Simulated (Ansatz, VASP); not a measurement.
YbC: VASP beside Ansatz

```xyz
2
Lattice="3.0621 0.0000 0.0000 0.0000 3.0621 0.0000 0.0000 0.0000 3.0621" Properties=species:S:1:pos:R:3 pbc="T T T"
Yb    0.0000    0.0000    0.0000
C     1.5311    1.5311    1.5311
```

Alike in both runs: task single point; functional r2SCAN; k mesh 12 × 12 × 12; occupations gaussian, width 0.05 eV; collinear spin.

```csv
,VASP,Ansatz
version,VASP 6.6.1,Ansatz 0.2.0
potentials or method,"VASP PAW PBE potentials, release 64 (Yb, C), cutoff 520 eV","scalar-relativistic, plane waves, PAW"
valence electrons in the cell,28,28
```

```tsv
	VASP	Ansatz	Ansatz less VASP
gap on the k mesh at the Fermi level (eV)	none	none	-
pressure (GPa)	-4.4	-4.3	+0.10
net moment per atom (μB)	0.00	0.08	+0.079
size of the moment on the site where the two differ most (μB)	0.00	0.32	+0.320
```

VASP's potentials were made for PBE, not for r2SCAN. Site moments also hang on the region over which each program counts them. A gap of «none» marks a metal or a gap that the smearing closes. With one functional, cell and mesh, what is left measures potentials, basis and numerics. Ansatz's warnings: given moment on shells, stability check not made.

Neither program's run includes spin-orbit coupling.
